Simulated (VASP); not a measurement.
The system is Rh.

```
Rh
1.0
     0.00000    1.90155    1.90155
     1.90155    0.00000    1.90155
     1.90155    1.90155    0.00000
Rh
1
Direct
  0.00000 0.00000 0.00000
```

* Program: VASP 6.6.1
* Task: relaxation of cell and atoms
* Functional: PBE
* Potentials or basis: VASP PAW PBE potentials, release 64 (Rh_pv)
* Cutoff: 600 eV
* k mesh: 18 × 18 × 18
* Occupations: gaussian, width 0.1 eV
* Spin: no spin polarisation

At the start: pressure 5.9 GPa; volume 13.75 Å³/atom.

Where does the relaxation end?

Over 5 steps the energy falls by 4.9 meV/atom and the volume is 14.04 Å³/atom (+2.1 %); space group Fm-3m (No. 225, to 0.05 Å).

Step by step:
```tsv
step	energy change (eV)	largest force (eV/Å)	pressure (GPa)	volume (Å³)
1	0.0000	0.0000	5.90	13.75
2	0.0237	0.0000	-11.73	14.78
3	-0.0049	0.0000	-0.15	14.05
4	-0.0049	0.0000	0.06	14.04
5	-0.0049	0.0000	0.00	14.04
```

Final structure:
```
CELL_PARAMETERS angstrom
0.00000 1.91474 1.91474
1.91474 0.00000 1.91474
1.91474 1.91474 0.00000
ATOMIC_POSITIONS crystal
Rh 0.00000 0.00000 0.00000
```
